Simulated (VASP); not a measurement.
A run of VASP 6.6.1 is set up as follows.

INCAR

```
SYSTEM = Tl
PREC     = Accurate       ! precision mode
ENCUT    = 520            ! plane-wave cutoff, eV
EDIFF    = 1E-8           ! SCF threshold, eV
ISMEAR   = -1             ! smearing method
SIGMA    = 0.05           ! smearing width, eV
LREAL    = .False.        ! projectors in reciprocal space
LASPH    = .True.         ! aspherical terms in the spheres
NELM     = 100            ! most SCF steps
ALGO     = Normal         ! electronic algorithm
ISIF     = 2              ! what is computed and relaxed
LWAVE    = .False.        ! write WAVECAR
LCHARG   = .False.        ! write CHGCAR
GGA      = PE             ! functional
LEFG     = .True.       
NBANDS   = 20             ! bands
```

File KPOINTS:

```
Automatic mesh
0
Gamma
  11 11 6
  0 0 0
```

Contents of POSCAR:

```
Tl
1.0
    3.5433624228      0.0000000000      0.0000000000
   -1.7716812114      3.0686418730      0.0000000000
    0.0000000000      0.0000000000      5.7208670653
Tl
2
Direct
    0.3333333333      0.6666666667      0.2500000000
    0.6666666667      0.3333333333      0.7500000000
```

Potentials or basis: VASP PAW PBE potentials, release 64 (Tl_d).

The run is started by

```console
$ cat potpaw_PBE.64/Tl_d/POTCAR > POTCAR
$ mpirun -np 1 vasp_std > vasp.out
```

Predict the pressure.

0.2 GPa.

What does it give for the band gap on the k mesh?

Zero (bands 13 and 14 overlap by 4.97 eV).

Stress tensor (GPa, compression positive):
```
 0.37  0.00  0.00
 0.00  0.37  0.00
 0.00  0.00 -0.28
```

Caveat: without QUAD_EFG the Cq values of the log hold for a quadrupole moment of 1 mb, not for the nuclei; spin-orbit coupling is left out, which moves the levels of the heavy elements.
